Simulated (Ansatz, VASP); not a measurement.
## K: VASP beside Ansatz

```
CELL_PARAMETERS angstrom
3.62341 0.00000 0.00000
-1.81171 3.13797 0.00000
0.00000 0.00000 5.86993
ATOMIC_POSITIONS crystal
K 0.33333 0.66667 0.25000
K 0.66667 0.33333 0.75000
```

Alike in both runs: task relaxation of cell and atoms; functional PBE; k mesh 12 × 12 × 6; occupations fermi-dirac, width 0.03 eV; no spin polarisation.

```csv
,VASP,Ansatz
version,VASP 6.6.1,Ansatz 0.2.0
potentials or method,"VASP PAW PBE potentials, release 64 (K_sv)","PAW with Ansatz's default frozen-core files, scalar-relativistic"
plane-wave cutoff (eV),600,420
valence electrons in the cell,18,18
```

VASP gave:

- relaxed volume (Å³/atom): 72.99
- relaxed length of the cell vector where the two differ most in proportion (Å): 7.662

Q: Estimate Ansatz's values.

A: Relaxed volume (Å³/atom): 74.11; relaxed length of the cell vector where the two differ most in proportion (Å): 7.702.

Noted on VASP's run: the volume moved by over 15 % at a fixed basis, so the end points are rough.
